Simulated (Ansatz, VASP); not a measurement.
Two plane-wave programs on TaO5

```
Ta O
1.0
     3.66377    0.00000    0.00000
    -1.83189    3.17292    0.00000
     0.00000    0.00000    5.24567
Ta O
1 5
Direct
  0.00000 0.00000 0.00000
  0.50000 0.00000 0.50000
  0.50000 0.50000 0.50000
  0.00000 0.50000 0.50000
  0.33333 0.66667 0.00000
  0.66667 0.33333 0.00000
```

Change from the starting cell: species swapped into the PrPt5 type (P6/mmm, No. 191).

Alike in both runs: functional PBE; k mesh 12 × 12 × 8; occupations gaussian, width 0.1 eV; no spin polarisation.

Ansatz relaxed the structure, and its values are those at the end. VASP's run is a single point on that final structure, the one shown.

|  | VASP | Ansatz |
| --- | --- | --- |
| version | VASP 6.6.1 | Ansatz 0.2.0 |
| potentials or method | VASP PAW PBE potentials, release 64 (Ta_sv_GW, O), cutoff 600 eV | scalar-relativistic, plane waves, PAW |
| valence electrons in the cell | 43 | 43 |

|  | VASP | Ansatz | Ansatz less VASP |
| --- | --- | --- | --- |
| gap on the k mesh at the Fermi level (eV) | none | none | - |
| pressure (GPa) | -0.4 | 0.0 | +0.34 |

A gap of «none» marks a metal or a gap that the smearing closes.

Neither program's run includes spin-orbit coupling.
